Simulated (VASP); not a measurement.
GaSb: single point with r2SCAN

The system is GaSb.

```
Ga Sb
1.0
     0.00000    2.87312    2.87312
     2.87312    0.00000    2.87312
     2.87312    2.87312    0.00000
Ga Sb
1 1
Direct
  0.00000 0.00000 0.00000
  0.50000 0.50000 0.50000
```

```yaml
Program: VASP 6.6.1
Task: single point
Functional: r2SCAN
Potentials_or_basis: VASP PAW PBE potentials, release 64 (Ga_d, Sb)
Cutoff: 520 eV
k_mesh: 8 × 8 × 8
Occupations: fermi-dirac, width 0.02 eV
Spin: no spin polarisation
```

```yaml
Pressure: 0.0 GPa
Band_gap_on_the_k_mesh: zero (band 9 reaches 7.31 eV, above the bottom of band 10 at 3.90 eV)
```

Levels at points of the mesh, in eV from the Fermi level:
```tsv
k point	band 6	band 7	band 8	band 9	band 10	band 11	band 12	band 13
(0.00, 0.00, 0.00)	-12.36	0.21	0.21	0.21	0.45	6.76	6.76	6.76
(0.50, 0.00, 0.00)	-9.80	-7.65	0.59	0.59	2.41	2.41	3.29	3.44
(0.50, 0.50, 0.00)	-9.05	-5.26	-3.87	-2.45	-2.45	3.52	9.68	9.68
```

Run time: 2.4 min on 1 thread of Intel(R) Xeon(R) Platinum 8259CL CPU @ 2.50GHz (Skylake/Cascade Lake), with other jobs on the host, peak memory 0.18 GiB.

Caveat: the PAW data sets were made with another functional, which shifts forces and pressure a little; spin-orbit coupling is left out, which moves the levels of the heavy elements.
